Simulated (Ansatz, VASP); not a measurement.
# Two plane-wave programs on LaHg2

INCAR

```
SYSTEM = LaHg2
ALGO = Normal
EDIFF = 1E-8
ENCUT = 520
GGA = CA
ISIF = 2
ISMEAR = -1
LASPH = .True.
LCHARG = .False.
LEFG = .True.
LREAL = .False.
LWAVE = .False.
NBANDS = 24
NELM = 100
PREC = Accurate
SIGMA = 0.05
```

KPOINTS

```
k-points
0
Gamma
  7 7 8
  0 0 0
```

The input POSCAR:

```
LaHg2
1.0
    4.9580000000      0.0000000000      0.0000000000
   -2.4790000000      4.2937539520      0.0000000000
    0.0000000000      0.0000000000      3.6400000000
La Hg
1 2
Direct
    0.0000000000      0.0000000000      0.0000000000
    0.2933333333      0.6466666667      0.5000000000
    0.7066666667      0.3533333333      0.5000000000
```

Input for Ansatz:

```yaml
crystal:
  lattice:
    - [4.958, 0.0, 0.0]
    - [-2.479, 4.293753952, 0.0]
    - [0.0, 0.0, 3.64]
  atoms:
    - { symbol: La, position: [0.0, 0.0, 0.0] }
    - { symbol: Hg, position: [0.2933333333, 0.6466666667, 0.5] }
    - { symbol: Hg, position: [0.7066666667, 0.3533333333, 0.5] }
kpoints:
  mp_grid: { grid: [7, 7, 8] }
scf:
  occupations: { method: fermi_dirac, width: 0.05 }
hamiltonian:
  xc: lda
  pseudopotentials: { kind: paw }
output:
  forces: true
  stress: true
  eigenvalues: true
  efg: { contact_densities: true }
  populations: true
```

Change from the starting cell: shortest bond scaled by 0.88, PAW files.

Alike in both runs: task electric field gradients; functional LDA; k mesh 7 × 7 × 8; occupations fermi-dirac, width 0.05 eV; no spin polarisation.

```csv
,VASP,Ansatz
version,VASP 6.6.1,Ansatz 0.2.0
potentials or method,"VASP PAW LDA potentials, release 64 (La, Hg)","PAW with Ansatz's default frozen-core files, scalar-relativistic"
plane-wave cutoff (eV),520,420
valence electrons in the cell,35,51
```

|  | VASP | Ansatz | Ansatz less VASP |
| --- | --- | --- | --- |
| pressure (GPa) | 0.7 | 0.1 | -0.63 |
| traceless stress, the component that is largest in VASP (GPa) | 3.64 | 3.25 | -0.388 |
| rms of the force components (eV/Å) | 1.429 | 1.336 | -0.0924 |
| size of Vzz on the site where it differs most (V/Å²) | 329.5 | 280.2 | -49.27 |

LDA's correlation is that of Perdew and Zunger in VASP and of Perdew and Wang (1992) in Ansatz. Atom by atom the forces differ by 0.092 eV/Å (rms over components). One of these differences is far larger than is usual between the two programs; its cause wasn't traced. VASP's potentials hold 35 valence electrons a cell and Ansatz's 51, so a difference there can come from the potentials and not from the codes.

Neither program's run includes spin-orbit coupling.
